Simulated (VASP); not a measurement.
# Cd3Pd (Pm-3m) in VASP: further runs

Runs on Cd3Pd. Level: LDA. Tasks: single point, relaxation of volume and atoms at fixed shape.

All numbers are computed with VASP 6.6.1; they aren't measurements. Logs are shortened: lines on timing, memory, paths and dates and some standing lists are left out, and cuts for length are marked.

### Step 1. The cell of the first run

Symmetry: Pm-3m, No. 221, cubic system. Conventional cell: a = 4.108 Å, b = 4.108 Å, c = 4.108 Å, α = 90.00°, β = 90.00°, γ = 90.00°. Within 3.8 Å of Cd (site symmetry 4/mmm) lie 8 Cd at 2.90 Å and 4 Pd at 2.90 Å. Within 3.8 Å of Pd (site symmetry m-3m) lie 12 Cd at 2.90 Å.

### Step 2. Single point, LDA

INCAR reads:

```
PREC = Accurate
ENCUT = 520
EDIFF = 1E-7
ISMEAR = 0
SIGMA = 0.1
LREAL = F
LASPH = T
NELM = 60
ALGO = Normal
ISIF = 2
LWAVE = F
LCHARG = T
LELF = T
LVHAR = T
NBANDS = 31
```

KPOINTS reads:

```
Automatic mesh
0
Gamma
  5 5 5
```

POSCAR reads:

```
Cd3Pd
1.0
    4.1076997000      0.0000000000      0.0000000000
    0.0000000000      4.1076997000      0.0000000000
    0.0000000000      0.0000000000      4.1076997000
Cd Pd
3 1
Direct
    0.0000000000      0.5000000000      0.5000000000
    0.5000000000      0.0000000000      0.5000000000
    0.5000000000      0.5000000000      0.0000000000
    0.0000000000      0.0000000000      0.0000000000
```

Potentials or basis: VASP PAW LDA potentials, release 64 (Cd, Pd).

Started as:

```console
> cat potpaw_LDA.64/Cd/POTCAR potpaw_LDA.64/Pd/POTCAR > POTCAR
> mpirun -np 1 vasp_std > vasp.out
```

OUTCAR:

```text
PREC = Accurate
   ENCUT = 520
   EDIFF = 1E-7
   ISMEAR = 0
   LREAL = F
   LASPH = T
   NELM = 60
   ISIF = 2

 ion  position               nearest neighbor table
   1  0.000  0.500  0.500-   2 2.90   3 2.90   4 2.90   3 2.90   4 2.90   2 2.90   4 2.90   4 2.90
                             2 2.90   3 2.90   3 2.90   2 2.90
   2  0.500  0.000  0.500-   1 2.90   3 2.90   4 2.90   3 2.90   4 2.90   1 2.90   3 2.90   3 2.90
                             1 2.90   4 2.90   4 2.90   1 2.90
   3  0.500  0.500  0.000-   1 2.90   2 2.90   4 2.90   1 2.90   2 2.90   2 2.90   4 2.90   2 2.90
                             1 2.90   4 2.90   1 2.90   4 2.90
   4  0.000  0.000  0.000-   1 2.90   2 2.90   3 2.90   1 2.90   2 2.90   1 2.90   3 2.90   1 2.90
                             2 2.90   3 2.90   2 2.90   3 2.90

  LATTYP: Found a simple cubic cell.
 ALAT       =     4.1076997000

  Lattice vectors:

 A1 = (   4.1076997000,   0.0000000000,   0.0000000000)
 A2 = (   0.0000000000,   4.1076997000,   0.0000000000)
 A3 = (   0.0000000000,   0.0000000000,   4.1076997000)

Analysis of symmetry for initial positions (statically):
=====================================================================
 Subroutine PRICEL returns:
 Original cell was already a primitive cell.

 Routine SETGRP: Setting up the symmetry group for a
 simple cubic supercell.

 Subroutine GETGRP returns: Found 48 space group operations
 (whereof 48 operations were pure point group operations)
 out of a pool of 48 trial point group operations.

The static configuration has the point symmetry O_h .

Analysis of symmetry for dynamics (positions and initial velocities):
=====================================================================
 Subroutine PRICEL returns:
 Original cell was already a primitive cell.

 Routine SETGRP: Setting up the symmetry group for a
 simple cubic supercell.

 Subroutine GETGRP returns: Found 48 space group operations
 (whereof 48 operations were pure point group operations)
 out of a pool of 48 trial point group operations.

The dynamic configuration has the point symmetry O_h .

 Subroutine INISYM returns: Found 48 space group operations
 (whereof 48 operations are pure point group operations),
 and found     1 'primitive' translations

----------------------------------------------------------------------------------------

                                     Primitive cell

  volume of cell :      69.3100

  direct lattice vectors                    reciprocal lattice vectors
     4.107699700  0.000000000  0.000000000     0.243445255  0.000000000  0.000000000
     0.000000000  4.107699700  0.000000000     0.000000000  0.243445255  0.000000000
     0.000000000  0.000000000  4.107699700     0.000000000  0.000000000  0.243445255

  length of vectors
     4.107699700  4.107699700  4.107699700     0.243445255  0.243445255  0.243445255

  position of ions in fractional coordinates (direct lattice)
     0.000000000  0.500000000  0.500000000
     0.500000000  0.000000000  0.500000000
     0.500000000  0.500000000  0.000000000
     0.000000000  0.000000000  0.000000000

  ion indices of the primitive-cell ions
   primitive index   ion index
                 1           1
                 2           2
                 3           3
                 4           4

----------------------------------------------------------------------------------------

 KPOINTS: Automatic mesh

Automatic generation of k-mesh.
 Grid dimensions read from file:
 generate k-points for:    5    5    5

 Generating k-lattice:

  Cartesian coordinates                     Fractional coordinates (reciprocal lattice)
     0.048689051  0.000000000  0.000000000     0.200000000  0.000000000  0.000000000
     0.000000000  0.048689051  0.000000000     0.000000000  0.200000000  0.000000000
     0.000000000  0.000000000  0.048689051     0.000000000  0.000000000  0.200000000

  Length of vectors
     0.048689051  0.048689051  0.048689051

  Shift w.r.t. Gamma in fractional coordinates (k-lattice)
     0.000000000  0.000000000  0.000000000

 Subroutine IBZKPT returns following result:
 ===========================================

 Found     10 irreducible k-points:

 Following reciprocal coordinates:
            Coordinates               Weight
  0.000000  0.000000  0.000000      1.000000
  0.200000  0.000000  0.000000      6.000000
  0.400000  0.000000  0.000000      6.000000
  0.200000  0.200000  0.000000     12.000000
  0.400000  0.200000  0.000000     24.000000
  0.400000  0.400000  0.000000     12.000000
  0.200000  0.200000  0.200000      8.000000
  0.400000  0.200000  0.200000     24.000000
  0.400000  0.400000  0.200000     24.000000
  0.400000  0.400000  0.400000      8.000000
   k-points           NKPTS =     10   k-points in BZ     NKDIM =     10   number of bands    NBANDS=     31
   number of dos      NEDOS =    301   number of ions     NIONS =      4
   total plane-waves  NPLWV =  32768
   dimension x,y,z NGX =    32 NGY =   32 NGZ =   32
   dimension x,y,z NGXF=    64 NGYF=   64 NGZF=   64
   ions per type =               3   1
   NGX,Y,Z   is equivalent  to a cutoff of  12.95, 12.95, 12.95 a.u.
   NGXF,Y,Z  is equivalent  to a cutoff of  25.90, 25.90, 25.90 a.u.
 SYSTEM =  unknown system
   PREC   = accura    normal or accurate (medium, high low for compatibility)
   ISTART =      0    job   : 0-new  1-cont  2-samecut
   ICHARG =      2    charge: 1-file 2-atom 10-const
   ISPIN  =      1    spin polarized calculation?
   LNONCOLLINEAR =      F non collinear calculations
   LSORBIT =      F    spin-orbit coupling
   LASPH  =      T    aspherical Exc in radial PAW
   ENCUT  =  520.0 eV  38.22 Ry    6.18 a.u.   7.64  7.64  7.64*2*pi/ulx,y,z
   NELM   =     60;   NELMIN=  2; NELMDL= -5     # of ELM steps
   EDIFF  = 0.1E-06   stopping-criterion for ELM
   LREAL  =      F    real-space projection
   EDIFFG = 0.1E-05   stopping-criterion for IOM
   NSW    =      0    number of steps for IOM
   IBRION =     -1    ionic relax: 0-MD 1-quasi-New 2-CG
   NFREE  =      0    steps in history (QN), initial steepest desc. (CG)
   ISIF   =      2    stress and relaxation
   ISYM   =      2    0-nonsym 1-usesym 2-fastsym
   POTIM  = 0.5000    time-step for ionic-motion
   TEBEG  =    0.0;   TEEND  =   0.0 temperature during run
   PSTRESS=    0.0 pullay stress
   NELECT =      46.0000    total number of electrons
   NUPDOWN=      -1.0000    fix difference up-down
   EMIN   =  10.00;   EMAX   =-10.00  energy-range for DOS
   EFERMI =   0.00;   METHOD = LEGACY
   ISMEAR =     0;   SIGMA  =   0.10  broadening in eV -4-tet -1-fermi 0-gaus
   EFERMI_NEDOS =   21; number of points for ismear=-14 and -15
   IALGO  =     38    algorithm
   IMIX   =      4    mixing-type and parameters
     AMIX     =   0.40;   BMIX     =  1.00
     AMIX_MAG =   1.60;   BMIX_MAG =  1.00
  volume/ion in A,a.u.               =      17.33       116.93
  Fermi-wavevector in a.u.,A,eV,Ry     =   1.428002  2.698532 27.744853  2.039189
  Thomas-Fermi vector in A             =   2.548111
   LORBIT       =      0    0 simple, 1 ext, 2 COOP (PROOUT), +10 PAW based schemes
   GGA     = CA    functional components
   LHFCALC =     F    Hartree Fock is set to
   AEXX    =    0.0000 exact exchange contribution
   IVDW    =     0    specifies the selected vdW correction
   LEPSILON=     F    determine dielectric tensor
   LRPA    =     F    only Hartree local field effects (RPA)
 non-spin polarized calculation
 Gauss-broadening in eV      SIGMA  =   0.10
  energy-cutoff  :      520.00
  volume of cell :       69.31
 maximum number of plane-waves:      1887
 NGX is ok and might be reduce to    32
   NGX = 15   NGY = 15   NGZ = 15

 number of electron      45.9999969 magnetization

 Free energy of the ion-electron system (eV)
  ---------------------------------------------------
  ext. energy  EPLUGINS =         0.00000000
  ---------------------------------------------------
  free energy    TOTEN  =       -11.99360386 eV

  energy without entropy =      -11.98421493  energy(sigma->0) =      -11.98890939

 E-fermi :   5.3131     XC(G=0): -12.5806

 val. band max:        4.8722237917   @ k =   0.4000   0.4000   0.2000
 cond. band min:       5.3520766718   @ k =   0.4000   0.2000   0.0000
 fundamental gap:      0.4798528801
 Fermi energy:         5.3131050684

 k-point     1 :       0.0000    0.0000    0.0000
  band No.  band energies     occupation
      1      -5.4200      2.00000
      2      -5.0614      2.00000
      3      -5.0614      2.00000
      4      -5.0614      2.00000
      5      -4.6964      2.00000
      6      -4.6964      2.00000
[... 23 lines left out ...]
     30      13.3764      0.00000
     31      14.3733      0.00000

 k-point     2 :       0.2000    0.0000    0.0000
  band No.  band energies     occupation
      1      -5.2471      2.00000
      2      -5.0055      2.00000
      3      -4.9118      2.00000
      4      -4.9118      2.00000
      5      -4.6305      2.00000
      6      -4.5373      2.00000
[... 23 lines left out ...]
     30      12.6175      0.00000
     31      13.0209      0.00000

 k-point     3 :       0.4000    0.0000    0.0000
  band No.  band energies     occupation
      1      -4.8997      2.00000
      2      -4.8925      2.00000
      3      -4.5114      2.00000
      4      -4.4969      2.00000
      5      -4.4969      2.00000
      6      -4.1866      2.00000
[... 23 lines left out ...]
     30      11.8332      0.00000
     31      16.3649      0.00000

 k-point     4 :       0.2000    0.2000    0.0000
  band No.  band energies     occupation
      1      -5.1093      2.00000
      2      -4.9144      2.00000
      3      -4.8080      2.00000
      4      -4.8050      2.00000
      5      -4.5085      2.00000
      6      -4.4142      2.00000
[... 159 lines left out ...]
     30      13.8360      0.00000
     31      14.9995      0.00000

 k-point     9 :       0.4000    0.4000    0.2000
  band No.  band energies     occupation
      1      -4.8264      2.00000
      2      -4.6030      2.00000
      3      -4.6016      2.00000
      4      -4.5533      2.00000
      5      -4.3192      2.00000
      6      -4.2231      2.00000
[... 23 lines left out ...]
     30      15.8811      0.00000
     31      16.2666      0.00000

 k-point    10 :       0.4000    0.4000    0.4000
  band No.  band energies     occupation
      1      -4.9373      2.00000
      2      -4.8133      2.00000
      3      -4.8092      2.00000
      4      -4.8092      2.00000
      5      -4.2893      2.00000
      6      -4.2893      2.00000
[... 23 lines left out ...]
     30      18.1945      0.00000
     31      18.5772      0.00000

------------------------ aborting loop because EDIFF is reached ----------------------------------------

  FORCE on cell =-STRESS in cart. coord.  units (eV):
  Direction    XX          YY          ZZ          XY          YZ          ZX
  --------------------------------------------------------------------------------------
  -------------------------------------------------------------------------------------
  Total        0.5312596      0.5312596      0.5312596     -0.0000000      0.0000000     -0.0000000
  in kB       12.2806495     12.2806495     12.2806495     -0.0000000      0.0000000     -0.0000000
  external PRESSURE =      12.2806495 kB  Pullay stress =       0.0000000 kB

 VOLUME and BASIS-vectors are now :
 -----------------------------------------------------------------------------
  energy-cutoff  :      520.00
  volume of cell :       69.31
      direct lattice vectors                 reciprocal lattice vectors
     4.107699700  0.000000000  0.000000000     0.243445255  0.000000000  0.000000000
     0.000000000  4.107699700  0.000000000     0.000000000  0.243445255  0.000000000
     0.000000000  0.000000000  4.107699700     0.000000000  0.000000000  0.243445255

 POSITION                                       TOTAL-FORCE (eV/Angst)
 -----------------------------------------------------------------------------------
      0.00000      2.05385      2.05385         0.000000      0.000000      0.000000
      2.05385      0.00000      2.05385         0.000000      0.000000      0.000000
      2.05385      2.05385      0.00000         0.000000      0.000000      0.000000
      0.00000      0.00000      0.00000         0.000000      0.000000      0.000000
 -----------------------------------------------------------------------------------
    total drift:                                0.000000     -0.000000     -0.000000

  FREE ENERGIE OF THE ION-ELECTRON SYSTEM (eV)
  ---------------------------------------------------
  free  energy   TOTEN  =       -11.9936038575 eV

  energy  without entropy=      -11.9842149306  energy(sigma->0) =      -11.98890939
```

Wall time 20 s (1 thread of Intel Xeon 8259CL, shared host); peak memory 0.16 GiB.

What came out:

- Free energy: -11.9936 eV
- Pressure: 1.2 GPa
- Band gap on the k mesh: zero (band 23 reaches 7.70 eV, above the bottom of band 24 at 3.77 eV)

### Step 3. Relaxation of volume and atoms at fixed shape, LDA

This run uses another cell than the first one, of 18.63 Å³/atom, 1.075 times its volume.

INCAR reads:

```
SYSTEM = Cd3Pd
PREC = Accurate
ENCUT = 600
EDIFF = 1E-6
ISMEAR = 0
SIGMA = 0.1
LREAL = .False.
LASPH = .True.
NELM = 60
ALGO = Normal
ISIF = 8
LWAVE = .False.
LCHARG = .False.
IBRION = 2
NSW = 80
EDIFFG = -0.02
```

KPOINTS reads:

```
Automatic mesh
0
Gamma
  5 5 5
  0 0 0
```

POSCAR reads:

```
Cd3Pd
1.0
    4.2084790000      0.0000000000      0.0000000000
    0.0000000000      4.2084790000      0.0000000000
    0.0000000000      0.0000000000      4.2084790000
Cd Pd
3 1
Direct
    0.0000000000      0.5000000000      0.5000000000
    0.5000000000      0.0000000000      0.5000000000
    0.5000000000      0.5000000000      0.0000000000
    0.0000000000      0.0000000000      0.0000000000
```

Potentials or basis: VASP PAW LDA potentials, release 64 (Cd, Pd).

Started as:

```console
> cat potpaw_LDA.64/Cd/POTCAR potpaw_LDA.64/Pd/POTCAR > POTCAR
> mpirun -np 1 vasp_std > vasp.out
```

It took 76 s on 1 thread of Intel Xeon 8259CL, shared host; peak memory 0.19 GiB.

Results (log left out):

| Item | Value |
| --- | --- |
| Free energy | -11.9987 eV |
| Relaxed volume | 17.49 Å³/atom |
| Relaxed cell | a = 4.121 Å, b = 4.121 Å, c = 4.121 Å, α = 90.00°, β = 90.00°, γ = 90.00° |
| Space group after relaxing (to 0.05 Å) | Pm-3m (No. 221) |
| Energy gained by relaxing | 24.2 meV/atom |
| Ionic steps | 3 |
| Pressure after relaxing | 0.0 GPa |
| Band gap on the k mesh | zero (band 23 reaches 7.59 eV, above the bottom of band 24 at 3.69 eV) |

Step by step:
```csv
step,energy change (eV),largest force (eV/Å),pressure (GPa),volume (Å³)
1,0.0000,0.0000,-6.33,74.54
2,-0.0413,0.0000,6.08,66.87
3,-0.0969,0.0000,-0.02,69.98
```

Final structure:
```xyz
4
Lattice="4.1209 0.0000 0.0000 0.0000 4.1209 0.0000 0.0000 0.0000 4.1209" Properties=species:S:1:pos:R:3 pbc="T T T"
Cd    0.0000    2.0604    2.0604
Cd    2.0604    0.0000    2.0604
Cd    2.0604    2.0604    0.0000
Pd    0.0000    0.0000    0.0000
```

Levels at points of the mesh, in eV from the Fermi level:
```tsv
k point	band 20	band 21	band 22	band 23	band 24	band 25	band 26	band 27
(0.00, 0.00, 0.00)	-2.42	-2.42	-0.53	-0.53	-0.53	3.80	3.80	4.32
```
